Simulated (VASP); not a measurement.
# GaSb (F-43m) in VASP: a series of runs, part 2 of 2

VASP 6.6.1. Earlier steps stand in the parts before.

**3. Elastic constants, PBEsol**

Contents of INCAR:

```
PREC     = Accurate       # precision mode
ENCUT    = 600            # plane-wave cutoff, eV
EDIFF    = 1E-8           # SCF threshold, eV
ISMEAR   = 0              # smearing method
SIGMA    = 0.05           # smearing width, eV
LREAL    = False          # projectors in reciprocal space
LASPH    = True           # aspherical terms in the spheres
NELM     = 100            # most SCF steps
ALGO     = Normal         # electronic algorithm
ISIF     = 3              # what is computed and relaxed
LWAVE    = False          # write WAVECAR
LCHARG   = False          # write CHGCAR
GGA      = PS             # functional
NBANDS   = 16             # bands
IBRION   = 6              # ionic algorithm
NFREE    = 2            
POTIM    = 0.015          # step
NSW      = 1              # ionic steps
```

Contents of KPOINTS:

```
Automatic mesh
0
Gamma
  10 10 10
```

Contents of POSCAR:

```
GaSb
1.0
    0.0000000000      3.0557657297      3.0557657297
    3.0557657297      0.0000000000      3.0557657297
    3.0557657297      3.0557657297      0.0000000000
Ga Sb
1 1
Direct
    0.0000000000      0.0000000000      0.0000000000
    0.7500000000      0.7500000000      0.7500000000
```

Potentials or basis: VASP PAW PBE potentials, release 64 (Ga_d, Sb).

Command:

```sh
cat potpaw_PBE.64/Ga_d/POTCAR potpaw_PBE.64/Sb/POTCAR > POTCAR
mpirun -np 1 vasp_std > vasp.out
```

OUTCAR:

```text
PREC = Accurate
   ENCUT = 600
   EDIFF = 1E-8
   ISMEAR = 0
   LREAL = False
   LASPH = True
   NELM = 100
   ISIF = 3
   GGA = PS
   IBRION = 6
   NFREE = 2
   POTIM = 0.015
   NSW = 1

 ion  position               nearest neighbor table
   1  0.000  0.000  0.000-   2 2.65   2 2.65   2 2.65   2 2.65
   2  0.750  0.750  0.750-   1 2.65   1 2.65   1 2.65   1 2.65

  LATTYP: Found a face centered cubic cell.
 ALAT       =     6.1115314594

  Lattice vectors:

 A1 = (   0.0000000000,   3.0557657297,   3.0557657297)
 A2 = (   3.0557657297,   0.0000000000,   3.0557657297)
 A3 = (   3.0557657297,   3.0557657297,   0.0000000000)

Analysis of symmetry for initial positions (statically):
=====================================================================
 Subroutine PRICEL returns:
 Original cell was already a primitive cell.

 Routine SETGRP: Setting up the symmetry group for a
 face centered cubic supercell.

 Subroutine GETGRP returns: Found 24 space group operations
 (whereof 24 operations were pure point group operations)
 out of a pool of 48 trial point group operations.

The static configuration has the point symmetry T_d .

Analysis of symmetry for dynamics (positions and initial velocities):
=====================================================================
 Subroutine PRICEL returns:
 Original cell was already a primitive cell.

 Routine SETGRP: Setting up the symmetry group for a
 face centered cubic supercell.

 Subroutine GETGRP returns: Found 24 space group operations
 (whereof 24 operations were pure point group operations)
 out of a pool of 48 trial point group operations.

The dynamic configuration has the point symmetry T_d .

 Subroutine INISYM returns: Found 24 space group operations
 (whereof 24 operations are pure point group operations),
 and found     1 'primitive' translations

----------------------------------------------------------------------------------------

                                     Primitive cell

  volume of cell :      57.0677

  direct lattice vectors                    reciprocal lattice vectors
     0.000000000  3.055765730  3.055765730    -0.163625109  0.163625109  0.163625109
     3.055765730  0.000000000  3.055765730     0.163625109 -0.163625109  0.163625109
     3.055765730  3.055765730  0.000000000     0.163625109  0.163625109 -0.163625109

  length of vectors
     4.321505338  4.321505338  4.321505338     0.283407002  0.283407002  0.283407002

  position of ions in fractional coordinates (direct lattice)
     0.000000000  0.000000000  0.000000000
     0.750000000  0.750000000  0.750000000

  ion indices of the primitive-cell ions
   primitive index   ion index
                 1           1
                 2           2

----------------------------------------------------------------------------------------

[... 221 lines left out ...]

  energy  without entropy=       -8.1496980880  energy(sigma->0) =       -8.14971749

 E-fermi :   4.6411     XC(G=0):  -9.2161

 val. band max:        4.6407536073   @ k =   0.0000   0.0000   0.0000
 cond. band min:       4.9320856940   @ k =   0.5000   0.0000   0.0000
 fundamental gap:      0.2913320867
 Fermi energy:         4.6410592511

 k-point     1 :       0.0000    0.0000    0.0000
  band No.  band energies     occupation
      1     -10.3637      2.00000
      2     -10.3617      2.00000
      3     -10.3617      2.00000
      4     -10.3147      2.00000
      5     -10.3130      2.00000
      6      -6.8105      2.00000
[... 435 lines left out ...]
      5     -10.3120      2.00000
      6      -5.2461      2.00000
[... 8 lines left out ...]
     15      14.8355      0.00000
     16      14.9529      0.00000

 [... further k-points ...]

[... ionic steps 4 to 14 ...]

--------------------------------------- Ionic step       15  -------------------------------------------

 number of electron      18.0000002 magnetization

------------------------ aborting loop because EDIFF is reached ----------------------------------------
[... 67 lines left out ...]
--------------------------------------- Ionic step       17  -------------------------------------------

 number of electron      18.0000006 magnetization

 Free energy of the ion-electron system (eV)
  ---------------------------------------------------
  ext. energy  EPLUGINS =         0.00000000
  ---------------------------------------------------
  free energy    TOTEN  =        -8.15247506 eV

  energy without entropy =       -8.15240694  energy(sigma->0) =       -8.15244100

 E-fermi :   4.8001     XC(G=0):  -9.2805

 val. band max:        4.7782457118   @ k =   0.0000   0.0000   0.0000
 cond. band min:       4.8077264765   @ k =   0.0000   0.0000   0.0000
 fundamental gap:      0.0294807646
 Fermi energy:         4.8000645363

 k-point     1 :       0.0000    0.0000    0.0000
  band No.  band energies     occupation
      1     -10.2422      2.00000
      2     -10.2410      2.00000
      3     -10.2397      2.00000
      4     -10.1901      2.00000
      5     -10.1901      2.00000
      6      -6.7631      2.00000
[... 476 lines left out ...]
  FREE ENERGIE OF THE ION-ELECTRON SYSTEM (eV)
  ---------------------------------------------------
  free  energy   TOTEN  =        -8.1524750640 eV

  energy  without entropy=       -8.1524069395  energy(sigma->0) =       -8.15244100

 INTERNAL STRAIN TENSORS FROM STRAINED CELLS
 ============================================

 INTERNAL STRAIN TENSOR FOR ION    1 for displacements in x,y,z  (eV/Angst):
          X           Y           Z          XY          YZ          ZX
  --------------------------------------------------------------------------------
  x    -0.00000    -0.00000    -0.00000     0.00000    -7.21611     0.00000
  y     0.00000    -0.00000    -0.00000     0.00000     0.00000    -7.21601
  z     0.00000    -0.00000    -0.00000    -7.21543     0.00000     0.00000

 INTERNAL STRAIN TENSORS FROM DISPLACED ATOMS
 ============================================

 INTERNAL STRAIN TENSOR FOR ION    1 for displacements in x,y,z  (eV/Angst):
          X           Y           Z          XY          YZ          ZX
  --------------------------------------------------------------------------------
  x     0.00000     0.00000     0.00000     0.00000    -7.21949     0.00000
  y    -0.00000    -0.00000    -0.00000     0.00000     0.00000    -7.21949
  z     0.00000     0.00000     0.00000    -7.21949     0.00000     0.00000

 INTERNAL STRAIN TENSOR FOR ION    2 for displacements in x,y,z  (eV/Angst):
          X           Y           Z          XY          YZ          ZX
  --------------------------------------------------------------------------------
  x     0.00000     0.00000     0.00000     0.00000     7.21845     0.00000
  y     0.00000    -0.00000     0.00000     0.00000     0.00000     7.21845
  z     0.00000     0.00000     0.00000     7.21845     0.00000     0.00000

 Eigenvectors and eigenvalues of the dynamical matrix
 ----------------------------------------------------

   1 f  =    6.562766 THz    41.235073 2PiTHz  218.910300 cm-1    27.141406 meV
             X         Y         Z           dx          dy          dz
      0.000000  0.000000  0.000000     0.797567    0.000000    0.000000
      4.583649  4.583649  4.583649    -0.603231    0.000000    0.000000
[... 21 lines left out ...]
   6 f/i=    0.001725 THz     0.010838 2PiTHz    0.057536 cm-1     0.007134 meV
             X         Y         Z           dx          dy          dz
      0.000000  0.000000  0.000000     0.500017    0.310083    0.133113
      4.583649  4.583649  4.583649     0.661102    0.409979    0.175996

--------------------------------------------------------------------------------------------------------

 ELASTIC MODULI CONTR FROM IONIC RELAXATION (kBar)
 Direction    XX          YY          ZZ          XY          YZ          ZX
 --------------------------------------------------------------------------------
 XX          -0.0000     -0.0000     -0.0000      0.0000      0.0000     -0.0000
 YY          -0.0000     -0.0000     -0.0000      0.0000     -0.0000     -0.0000
 ZZ          -0.0000     -0.0000     -0.0000      0.0000     -0.0000     -0.0000
 XY           0.0000      0.0000      0.0000   -187.2948     -0.0000      0.0000
 YZ           0.0000     -0.0000     -0.0000     -0.0000   -187.2948     -0.0000
 ZX          -0.0000     -0.0000     -0.0000      0.0000     -0.0000   -187.2948
 --------------------------------------------------------------------------------

 TOTAL ELASTIC MODULI (kBar)
 Direction    XX          YY          ZZ          XY          YZ          ZX
 --------------------------------------------------------------------------------
 XX         799.3901    362.4880    362.4880      0.0000      0.0000     -0.0000
 YY         362.4880    799.3901    362.4880     -0.0000     -0.0000     -0.0000
 ZZ         362.4880    362.4880    799.3901      0.0000     -0.0000     -0.0000
 XY           0.0000     -0.0000      0.0000    383.2163     -0.0000      0.0000
 YZ           0.0000     -0.0000     -0.0000     -0.0000    383.2163     -0.0000
 ZX          -0.0000     -0.0000     -0.0000      0.0000     -0.0000    383.2163
 --------------------------------------------------------------------------------
```

Run time: 18 min. Hardware: 1 thread of Intel Xeon 6975P-C (Granite Rapids), shared host; peak memory 0.6 GiB.

What came out:

* Elastic constants C11, C12, C44: 80, 36, 38 GPa
* Voigt bulk modulus: 51 GPa
* Highest phonon frequency at Γ, LO-TO splitting left out: 219 cm⁻¹

Phonon frequencies in cm⁻¹ (negative: imaginary):
| q point | frequencies |
| --- | --- |
| (0.000, 0.000, 0.000) | 0 0 0 219 219 219 |

Elastic tensor in Voigt notation (GPa, in the Cartesian axes of the cell as first typed):
```
80 36 36  0  0  0
36 80 36  0  0  0
36 36 80  0  0  0
 0  0  0 38  0  0
 0  0  0  0 38  0
 0  0  0  0  0 38
```

Clamped-ion elastic tensor (GPa):
```
80 36 36  0  0  0
36 80 36  0  0  0
36 36 80  0  0  0
 0  0  0 57  0  0
 0  0  0  0 57  0
 0  0  0  0  0 57
```

Caveat: the PAW data sets were made with another functional, which shifts forces and pressure a little; spin-orbit coupling is left out, which moves the levels of the heavy elements.
